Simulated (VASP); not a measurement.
# Si16B (a cell with a defect) in VASP: single point with PBE+D3(BJ)

Aim: the single point of Si16B (a cell with a defect) with PBE+D3(BJ).

All numbers are computed with VASP 6.6.1; they aren't measurements. Logs are shortened: lines on timing, memory, paths and dates and some standing lists are left out, and cuts for length are marked.

## 1. The cell of the first run

The cell holds a defect, 17 atoms: a = 7.679 Å, b = 7.679 Å, c = 7.679 Å, α = 60.00°, β = 60.00°, γ = 60.00°.

## 2. Single point, PBE+D3(BJ), collinear spin

INCAR reads:

```
SYSTEM = Si16B
  ALGO = Normal
  EDIFF = 1E-6
  ENCUT = 520
  GGA = PE
  ISIF = 2
  ISMEAR = -1
  ISPIN = 2
  IVDW = 12
  LASPH = .True.
  LCHARG = .False.
  LORBIT = 11
  LREAL = Auto
  LWAVE = .False.
  MAGMOM = 0 0 0 0 0 0 0 0 0 0 0 0 0 0 0 0 1
  NBANDS = 52
  NELM = 150
  PREC = Accurate
  SIGMA = 0.05
```

KPOINTS reads:

```
k-points
0
Gamma
  2 2 2
  0 0 0
```

POSCAR reads:

```
Si16B
1.0
    0.0000000000      5.4300000000      5.4300000000
    5.4300000000      0.0000000000      5.4300000000
    5.4300000000      5.4300000000      0.0000000000
Si B
16 1
Direct
   -0.0072973253      0.0056211306     -0.0002072875
    0.1335832688      0.1234994488      0.1191253392
   -0.0073103967      0.0025855053      0.5019518632
    0.1303895715      0.1256250476      0.6237578767
   -0.0079204319      0.5019688527      0.0003328958
    0.1328317728      0.6225168634      0.1221053299
   -0.0051981300      0.5001795323      0.5043848933
    0.1307944210      0.6198083331      0.6236196615
    0.5038701331     -0.0015812057     -0.0002247112
    0.6219922802      0.1254181151      0.1275015976
    0.5015567277     -0.0012301963      0.5006503190
    0.6187567978      0.1269144583      0.6275224880
    0.5068564765      0.4975210214     -0.0017077484
    0.6214982011      0.6256177126      0.1276683999
    0.5018087736      0.4991222817      0.5007165101
    0.6234576734      0.6253771657      0.6261481671
    0.0575428864      0.3106083335      0.8240165057
```

Potentials or basis: VASP PAW PBE potentials, release 64 (Si, B).

Command:

```sh
> cat potpaw_PBE.64/Si/POTCAR potpaw_PBE.64/B/POTCAR > POTCAR
> mpirun -np 1 vasp_std > vasp.out
```

OUTCAR:

```text
SYSTEM = Si16B
   EDIFF = 1E-6
   ENCUT = 520
   GGA = PE
   ISIF = 2
   ISMEAR = -1
   ISPIN = 2
   IVDW = 12
   LASPH = .True.
   LORBIT = 11
   LREAL = Auto
   NELM = 150
   PREC = Accurate
 IVDW          = 12

 ion  position               nearest neighbor table
   1  0.993  0.006  1.000-  17 2.21  10 2.32   4 2.36   2 2.37   6 2.40
   2  0.134  0.123  0.119-  17 2.18   9 2.32   1 2.37   5 2.38   3 2.40
   3  0.993  0.003  0.502-  12 2.34   4 2.40   8 2.40   2 2.40
   4  0.130  0.126  0.624-  17 2.29  11 2.33   7 2.35   1 2.36   3 2.40
   5  0.992  0.502  0.000-  17 2.19  14 2.32   8 2.36   2 2.38   6 2.40
   6  0.133  0.623  0.122-  13 2.35   7 2.40   5 2.40   1 2.40
   7  0.995  0.500  0.504-  17 2.30  16 2.33   4 2.35   8 2.35   6 2.40
   8  0.131  0.620  0.624-  17 2.27  15 2.33   7 2.35   5 2.36   3 2.40
   9  0.504  0.998  1.000-   2 2.32  12 2.33  14 2.34  10 2.34
  10  0.622  0.125  0.128-   1 2.32  13 2.33   9 2.34  11 2.34
  11  0.502  0.999  0.501-   4 2.33  12 2.33  10 2.34  16 2.34
  12  0.619  0.127  0.628-  15 2.33  11 2.33   9 2.33   3 2.34
  13  0.507  0.498  0.998-  10 2.33  16 2.33  14 2.33   6 2.35
  14  0.621  0.626  0.128-   5 2.32  13 2.33   9 2.34  15 2.34
  15  0.502  0.499  0.501-   8 2.33  12 2.33  14 2.34  16 2.34
  16  0.623  0.625  0.626-   7 2.33  13 2.33  15 2.34  11 2.34
  17  0.058  0.311  0.824-   2 2.18   5 2.19   1 2.21   8 2.27   4 2.29   7 2.30

  LATTYP: Found a face centered cubic cell.
 ALAT       =    10.8600000000

  Lattice vectors:

 A1 = (   0.0000000000,   5.4300000000,   5.4300000000)
 A2 = (   5.4300000000,   0.0000000000,   5.4300000000)
 A3 = (   5.4300000000,   5.4300000000,   0.0000000000)

Analysis of symmetry for initial positions (statically):
=====================================================================
 Subroutine PRICEL returns:
 Original cell was already a primitive cell.

 Routine SETGRP: Setting up the symmetry group for a
 face centered cubic supercell.

 Subroutine GETGRP returns: Found  1 space group operations
 (whereof  1 operations were pure point group operations)
 out of a pool of 48 trial point group operations.

The static configuration has the point symmetry C_1 .

Analysis of symmetry for dynamics (positions and initial velocities):
=====================================================================
 Subroutine PRICEL returns:
 Original cell was already a primitive cell.

 Routine SETGRP: Setting up the symmetry group for a
 face centered cubic supercell.

 Subroutine GETGRP returns: Found  1 space group operations
 (whereof  1 operations were pure point group operations)
 out of a pool of 48 trial point group operations.

The dynamic configuration has the point symmetry C_1 .

Analysis of structural, dynamic, and magnetic symmetry:
=====================================================================
 Subroutine PRICEL returns:
 Original cell was already a primitive cell.

 Routine SETGRP: Setting up the symmetry group for a
 face centered cubic supercell.

 Subroutine GETGRP returns: Found  1 space group operations
 (whereof  1 operations were pure point group operations)
 out of a pool of 48 trial point group operations.

The overall configuration has the point symmetry C_1 .

 Subroutine INISYM returns: Found  1 space group operations
 (whereof  1 operations are pure point group operations),
 and found     1 'primitive' translations

----------------------------------------------------------------------------------------

                                     Primitive cell

  volume of cell :     320.2060

  direct lattice vectors                    reciprocal lattice vectors
     0.000000000  5.430000000  5.430000000    -0.092081031  0.092081031  0.092081031
     5.430000000  0.000000000  5.430000000     0.092081031 -0.092081031  0.092081031
     5.430000000  5.430000000  0.000000000     0.092081031  0.092081031 -0.092081031

  length of vectors
     7.679179644  7.679179644  7.679179644     0.159489025  0.159489025  0.159489025

  position of ions in fractional coordinates (direct lattice)
     0.992702675  0.005621131  0.999792713
     0.133583269  0.123499449  0.119125339
     0.992689603  0.002585505  0.501951863
     0.130389571  0.125625048  0.623757877
     0.992079568  0.501968853  0.000332896
     0.132831773  0.622516863  0.122105330
[... 9 lines left out ...]
     0.623457673  0.625377166  0.626148167
     0.057542886  0.310608333  0.824016506

  ion indices of the primitive-cell ions
   primitive index   ion index
                 1           1
[... 61 lines left out ...]
 SYSTEM =  Si16B
   PREC   = accura    normal or accurate (medium, high low for compatibility)
   ISTART =      0    job   : 0-new  1-cont  2-samecut
   ICHARG =      2    charge: 1-file 2-atom 10-const
   ISPIN  =      2    spin polarized calculation?
   LNONCOLLINEAR =      F non collinear calculations
   LSORBIT =      F    spin-orbit coupling
   LASPH  =      T    aspherical Exc in radial PAW
   ENCUT  =  520.0 eV  38.22 Ry    6.18 a.u.  14.28 14.28 14.28*2*pi/ulx,y,z
   NELM   =    150;   NELMIN=  2; NELMDL= -5     # of ELM steps
   EDIFF  = 0.1E-05   stopping-criterion for ELM
   LREAL  =      T    real-space projection
   EDIFFG = 0.1E-04   stopping-criterion for IOM
   NSW    =      0    number of steps for IOM
   IBRION =     -1    ionic relax: 0-MD 1-quasi-New 2-CG
   NFREE  =      0    steps in history (QN), initial steepest desc. (CG)
   ISIF   =      2    stress and relaxation
   ISYM   =      2    0-nonsym 1-usesym 2-fastsym
   POTIM  = 0.5000    time-step for ionic-motion
   TEBEG  =    0.0;   TEEND  =   0.0 temperature during run
   PSTRESS=    0.0 pullay stress
   NELECT =      67.0000    total number of electrons
   NUPDOWN=      -1.0000    fix difference up-down
   EMIN   =  10.00;   EMAX   =-10.00  energy-range for DOS
   EFERMI =   0.00;   METHOD = LEGACY
   ISMEAR =    -1;   SIGMA  =   0.05  broadening in eV -4-tet -1-fermi 0-gaus
   EFERMI_NEDOS =   21; number of points for ismear=-14 and -15
   IALGO  =     38    algorithm
   IMIX   =      4    mixing-type and parameters
     AMIX     =   0.40;   BMIX     =  1.00
     AMIX_MAG =   1.60;   BMIX_MAG =  1.00
  volume/ion in A,a.u.               =      18.84       127.11
  Fermi-wavevector in a.u.,A,eV,Ry     =   0.971904  1.836632 12.852022  0.944597
  Thomas-Fermi vector in A             =   2.102159
   LORBIT       =     11    0 simple, 1 ext, 2 COOP (PROOUT), +10 PAW based schemes
   GGA     = PE    functional components
   LHFCALC =     F    Hartree Fock is set to
   AEXX    =    0.0000 exact exchange contribution
   IVDW    =    12    specifies the selected vdW correction
   LEPSILON=     F    determine dielectric tensor
   LRPA    =     F    only Hartree local field effects (RPA)
 spin polarized calculation
  energy-cutoff  :      520.00
  volume of cell :      320.21
 maximum number of plane-waves:      8646
 NGX is ok and might be reduce to    60
   NGX = 29   NGY = 29   NGZ = 29

 number of electron      67.0000000 magnetization       0.0032249

 Free energy of the ion-electron system (eV)
  ---------------------------------------------------
  ext. energy  EPLUGINS =         0.00000000
  ---------------------------------------------------
  free energy    TOTEN  =       -88.74443879 eV

  energy without entropy =      -88.69076024  energy(sigma->0) =      -88.71759952

 E-fermi :   6.3167     XC(G=0):  -9.5684

 val. band max:        6.3132600217   @ k =   0.5000   0.0000   0.5000
 cond. band min:       6.3228118592   @ k =   0.0000   0.5000   0.0000
 fundamental gap:      0.0095518375
 Fermi energy:         6.3166818085

 spin component 1

 k-point     1 :       0.0000    0.0000    0.0000
  band No.  band energies     occupation
      1      -6.4007      1.00000
      2      -4.2653      1.00000
      3      -3.9924      1.00000
      4      -3.9824      1.00000
      5      -3.5578      1.00000
      6      -2.5236      1.00000
[... 373 lines left out ...]
     44       9.9753      0.00000
     45      10.2634      0.00000
 Fermi energy:         6.3166818085

 spin component 2

 k-point     1 :       0.0000    0.0000    0.0000
  band No.  band energies     occupation
      1      -6.4004      1.00000
      2      -4.2651      1.00000
      3      -3.9923      1.00000
      4      -3.9823      1.00000
      5      -3.5576      1.00000
      6      -2.5232      1.00000
[... 373 lines left out ...]
     44       9.9759      0.00000
     45      10.2636      0.00000
 [bands above 45 left out]

------------------------ aborting loop because EDIFF is reached ----------------------------------------

 Edisp (eV)   -5.32683

 E8    (eV) :    -2.1949

  FORCE on cell =-STRESS in cart. coord.  units (eV):
  Direction    XX          YY          ZZ          XY          YZ          ZX
  --------------------------------------------------------------------------------------
  -------------------------------------------------------------------------------------
  Total      -0.32976    -0.22108    -0.40045    -1.83178     1.87421    -1.92814
  in kB      -1.65000    -1.10619    -2.00367    -9.16546     9.37774    -9.64762
  external pressure =       -1.59 kB  Pullay stress =        0.00 kB

 VOLUME and BASIS-vectors are now :
 -----------------------------------------------------------------------------
  energy-cutoff  :      520.00
  volume of cell :      320.21
      direct lattice vectors                 reciprocal lattice vectors
     0.000000000  5.430000000  5.430000000    -0.092081031  0.092081031  0.092081031
     5.430000000  0.000000000  5.430000000     0.092081031 -0.092081031  0.092081031
     5.430000000  5.430000000  0.000000000     0.092081031  0.092081031 -0.092081031

 POSITION                                       TOTAL-FORCE (eV/Angst)
 -----------------------------------------------------------------------------------
      5.45940     10.81925      5.42090         0.014711      0.007460      0.020580
      1.31745      1.37221      1.39596         0.014649     -0.009241     -0.011005
      2.73964      8.11590      5.40434        -0.018011      0.002618      0.016287
      4.06915      4.09502      1.39016         0.045323      0.012234     -0.005283
      2.72750      5.38880      8.11268        -0.008755      0.010620     -0.008518
      4.04330      1.38431      4.10154         0.003498     -0.016020     -0.006482
[... 9 lines left out ...]
      6.79578      6.78536      6.78117         0.001816     -0.002427     -0.000853
      6.16101      4.78687      1.99906        -0.072223     -0.059574      0.050884
 -----------------------------------------------------------------------------------
    total drift:                                0.001191      0.003108      0.000141

  FREE ENERGIE OF THE ION-ELECTRON SYSTEM (eV)
  ---------------------------------------------------
  free  energy   TOTEN  =       -94.0712654761 eV

  energy  without entropy=      -94.0175869240  energy(sigma->0) =      -94.04442620

 total charge

# of ion       s       p       d       tot
------------------------------------------
    1        0.742   0.928   0.000   1.670
    2        0.743   0.928   0.000   1.670
    3        0.762   0.909   0.000   1.670
    4        0.743   0.928   0.000   1.671
    5        0.742   0.928   0.000   1.670
    6        0.762   0.908   0.000   1.670
[... 9 lines left out ...]
   16        0.742   0.962   0.000   1.704
   17        0.722   0.959   0.000   1.681
--------------------------------------------------
tot         12.643  16.042   0.000  28.685

 magnetization (x)

# of ion       s       p       d       tot
------------------------------------------
    1        0.000   0.000   0.000   0.000
    2        0.000   0.000   0.000   0.000
    3        0.000   0.000   0.000   0.000
    4        0.000   0.000   0.000   0.000
    5        0.000   0.000   0.000   0.000
    6        0.000   0.000   0.000   0.000
[... 9 lines left out ...]
   16        0.000   0.000   0.000   0.000
   17        0.000   0.000   0.000   0.000
--------------------------------------------------
tot          0.000   0.000   0.000   0.001
```

Wall time 16 min (1 thread of AMD EPYC 7R13, shared host); peak memory 0.68 GiB.

Results:

| Item | Value |
| --- | --- |
| Free energy | -94.0713 eV |
| Pressure | -0.2 GPa |
| Largest force | 0.107 eV/Å |
| Net moment | 0.00 μB per cell |
| Valence electrons inside the program's atomic spheres | Si 1.67, 1.71, 1.70 (each value once); B 1.68 |
| Dispersion energy per atom | -0.313 eV |

Forces in eV/Å, atoms in the order of the input:
```
Si   0.015  0.007  0.021
Si   0.015 -0.009 -0.011
Si  -0.018  0.003  0.016
Si   0.045  0.012 -0.005
Si  -0.009  0.011 -0.009
Si   0.003 -0.016 -0.006
Si   0.011  0.034 -0.007
Si   0.008  0.015 -0.047
Si  -0.010  0.005  0.012
Si   0.012 -0.002 -0.006
Si  -0.003  0.006  0.000
Si  -0.019  0.013  0.017
Si   0.014 -0.021 -0.015
Si   0.006 -0.003 -0.012
Si  -0.001  0.007  0.003
Si   0.002 -0.002 -0.001
B   -0.072 -0.060  0.051
```

Caveat: the k points lie up to 0.50 Å⁻¹ apart.
